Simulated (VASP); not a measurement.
# Au (I4/mmm) in VASP: a series of runs, part 2 of 2

VASP 6.6.1. The steps go on from the part before.

### Step 3. Single point, PBEsol (strain -0.050 along x and y, -0.025 along z)

Input file INCAR:

```
SYSTEM = Au
ALGO     = Normal         ! electronic algorithm
EDIFF    = 1E-6           ! SCF threshold, eV
ENCUT    = 520            ! plane-wave cutoff, eV
GGA      = PS             ! functional
ISIF     = 2              ! what is computed and relaxed
ISMEAR   = 0              ! smearing method
LASPH    = .TRUE.         ! aspherical terms in the spheres
LCHARG   = .TRUE.         ! write CHGCAR
LELF     = .TRUE.         ! ELF
LREAL    = .FALSE.        ! projectors in reciprocal space
LVHAR    = .TRUE.       
LWAVE    = .FALSE.        ! write WAVECAR
NBANDS   = 12             ! bands
NELM     = 80             ! most SCF steps
PREC     = Accurate       ! precision mode
SIGMA    = 0.15           ! smearing width, eV
```

Input file KPOINTS:

```
k-points
0
G
  20 20 20
  0 0 0
```

Input file POSCAR:

```
Au
1.0
   -1.5744055500      1.5744055500      1.6158372750
    1.5744055500     -1.5744055500      1.6158372750
    1.5744055500      1.5744055500     -1.6158372750
Au
1
Direct
    0.0000000000      0.0000000000      0.0000000000
```

Potentials or basis: VASP PAW PBE potentials, release 64 (Au).

On the command line:

```console
> cat potpaw_PBE.64/Au/POTCAR > POTCAR
> mpirun -np 1 vasp_std > vasp.out
```

OUTCAR:

```text
SYSTEM = Au
   EDIFF = 1E-6
   ENCUT = 520
   GGA = PS
   ISIF = 2
   ISMEAR = 0
   LASPH = .TRUE.
   LREAL = .FALSE.
   NELM = 80
   PREC = Accurate

 ion  position               nearest neighbor table
   1  0.000  0.000  0.000-

  LATTYP: Found a body centered tetragonal cell.
 ALAT       =     3.1488111000
 C/A-ratio  =     1.0263157895

  Lattice vectors:

 A1 = (  -1.5744055500,   1.5744055500,   1.6158372750)
[... 530 lines left out ...]
      2       4.2819      2.00000
      3       5.8337      2.00000
      4       6.9194      2.00000
      5       7.4840      2.00000
      6       7.8627      2.00000
      7      19.5980      0.00000
      8      24.2066      0.00000
      9      27.1845      0.00000
     10      31.2216      0.00000
     11      32.6903      0.00000
     12      33.9176      0.00000

 [... further k-points ...]
[... 5 lines left out ...]
  --------------------------------------------------------------------------------------
  -------------------------------------------------------------------------------------
  Total        1.2517347      1.2517347      1.2597005      0.0000000      0.0000000      0.0000000
  in kB      125.1791641    125.1791641    125.9757763      0.0000000      0.0000000      0.0000000
  external PRESSURE =     125.4447015 kB  Pullay stress =       0.0000000 kB

 VOLUME and BASIS-vectors are now :
 -----------------------------------------------------------------------------
  energy-cutoff  :      520.00
  volume of cell :       16.02
      direct lattice vectors                 reciprocal lattice vectors
    -1.574405550  1.574405550  1.615837275     0.000000000  0.317580181  0.309437100
     1.574405550 -1.574405550  1.615837275     0.317580181  0.000000000  0.309437100
     1.574405550  1.574405550 -1.615837275     0.317580181  0.317580181  0.000000000

 POSITION                                       TOTAL-FORCE (eV/Angst)
 -----------------------------------------------------------------------------------
      0.00000      0.00000      0.00000        -0.000000     -0.000000      0.000000
 -----------------------------------------------------------------------------------
    total drift:                                0.000000     -0.000000      0.000000

  FREE ENERGIE OF THE ION-ELECTRON SYSTEM (eV)
  ---------------------------------------------------
  free  energy   TOTEN  =        -3.8676039448 eV

  energy  without entropy=       -3.8651033809  energy(sigma->0) =       -3.86635366
```

OSZICAR:

```text
N       E                     dE             d eps       ncg     rms          rms(c)
DAV:   1     0.495293056038E+02    0.49529E+02   -0.56184E+03 15904   0.821E+02
DAV:   2    -0.350936011372E+01   -0.53039E+02   -0.50356E+02 18260   0.191E+02
DAV:   3    -0.421632579028E+01   -0.70697E+00   -0.70621E+00 18252   0.211E+01
DAV:   4    -0.421854452762E+01   -0.22187E-02   -0.22187E-02 17664   0.136E+00
DAV:   5    -0.421855921413E+01   -0.14687E-04   -0.14687E-04 18224   0.105E-01    0.112E+01
DAV:   6    -0.389988474242E+01    0.31867E+00   -0.80797E-01 16964   0.727E+00    0.680E+00
DAV:   7    -0.387111863247E+01    0.28766E-01   -0.91848E-02 18072   0.243E+00    0.302E+00
DAV:   8    -0.386761817119E+01    0.35005E-02   -0.26209E-03 17040   0.484E-01    0.326E-01
DAV:   9    -0.386760080331E+01    0.17368E-04   -0.12536E-05 17280   0.326E-02    0.944E-03
DAV:  10    -0.386760390283E+01   -0.30995E-05   -0.11202E-06 17400   0.790E-03    0.757E-04
DAV:  11    -0.386760394477E+01   -0.41943E-07   -0.43466E-08  8860   0.174E-03
   1 F= -.38676039E+01 E0= -.38663537E+01  d E =-.250056E-02
```

It took 91 s on 1 thread of Intel Xeon 8259CL, shared host; peak memory 0.23 GiB.

Results:

| Property | Result |
| --- | --- |
| Free energy | -3.8676 eV |
| Pressure | 12.5 GPa |
| Band gap on the k mesh | zero (an odd number of electrons rules out a gap without spin polarisation) |

Levels at points of the mesh, in eV from the Fermi level:
| k point | band 3 | band 4 | band 5 | band 6 | band 7 | band 8 | band 9 | band 10 |
| --- | --- | --- | --- | --- | --- | --- | --- | --- |
| (0.00, 0.00, 0.00) | -5.29 | -5.10 | -3.19 | -2.97 | 16.17 | 16.64 | 16.64 | 24.80 |
| (0.50, 0.00, 0.00) | -3.34 | -2.84 | -1.35 | -1.03 | 3.87 | 12.47 | 14.54 | 23.00 |
| (0.50, 0.50, 0.00) | -3.08 | -2.76 | -1.30 | -0.87 | 4.09 | 12.13 | 13.92 | 22.22 |
| (0.50, 0.50, 0.50) | -1.81 | -1.75 | -1.75 | 5.79 | 6.57 | 6.57 | 10.44 | 16.47 |

Caveat: the cell differs from its parent crystal (strain -0.050 along x and y, -0.025 along z); the cell stands under pressure; the PAW data sets were made with another functional, which shifts forces and pressure a little; spin-orbit coupling is left out, which moves the levels of the heavy elements.
